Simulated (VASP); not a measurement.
## BaTiO3: relaxation of cell and atoms with PBE

Crystal: BaTiO3.

```
Ba Ti O
1.0
     4.00600    0.00000    0.00000
     0.00000    4.00600    0.00000
     0.00000    0.00000    4.00600
Ba Ti O
1 1 3
Direct
  0.50000 0.50000 0.50000
  0.00000 0.00000 0.00000
  0.50000 0.00000 0.00000
  0.00000 0.50000 0.00000
  0.00000 0.00000 0.50000
```

```yaml
Program: VASP 6.6.1
Task: relaxation of cell and atoms
Functional: PBE
Potentials_or_basis: VASP PAW PBE potentials, release 64 (Ba_sv, Ti_sv, O)
Cutoff: 600 eV
k_mesh: 6 × 6 × 6
Occupations: fermi-dirac, width 0.02 eV
Spin: no spin polarisation
Dipole_correction: no
Further_INCAR_settings: ALGO = Normal; EDIFF = 1e-06; IBRION = 2; EDIFFG = -0.005; NSW = 80; ISIF = 3
```

```json
{
 "Relaxed volume": "13.11 Å³/atom",
 "Relaxed cell": "a = 4.032 Å, b = 4.032 Å, c = 4.032 Å, α = 90.00°, β = 90.00°, γ = 90.00°",
 "Space group after relaxing (to 0.1 Å)": "Pm-3m (No. 221)",
 "Energy gained by relaxing": "2.5 meV/atom",
 "Ionic steps": "3",
 "Pressure after relaxing": "0.0 GPa",
 "Band gap on the k mesh": "1.70 eV (least direct gap 1.87 eV)"
}
```

The path:
```csv
step,energy change (eV),largest force (eV/Å),pressure (GPa),volume (Å³)
1,0.0000,0.0000,3.27,64.29
2,-0.0016,0.0000,-2.84,66.76
3,-0.0125,0.0000,0.00,65.55
```

Final structure:
```
Ba Ti O
1.0
     4.03197    0.00000    0.00000
     0.00000    4.03197    0.00000
     0.00000    0.00000    4.03197
Ba Ti O
1 1 3
Direct
  0.50000 0.50000 0.50000
  0.00000 0.00000 0.00000
  0.50000 0.00000 0.00000
  0.00000 0.50000 0.00000
  0.00000 0.00000 0.50000
```

Levels at points of the mesh, in eV from the valence-band top:
```tsv
k point	band 17	band 18	band 19	band 20	band 21	band 22	band 23	band 24
(0.00, 0.00, 0.00)	-1.06	-0.17	-0.17	-0.17	1.70	1.70	1.70	3.75
(0.50, 0.00, 0.00)	-1.80	-1.80	-0.71	-0.71	1.85	3.37	3.37	3.76
(0.50, 0.50, 0.00)	-1.73	-0.88	-0.88	-0.09	3.38	3.38	3.79	4.58
(0.50, 0.50, 0.50)	-2.41	0.00	0.00	0.00	4.02	4.02	4.02	6.63
```

Run time: 120 s on 1 thread of Intel Xeon 8259CL, on a shared host, peak memory 0.21 GiB.

Caveat: spin-orbit coupling is left out, which moves the levels of the heavy elements. A k mesh can miss the band edges.
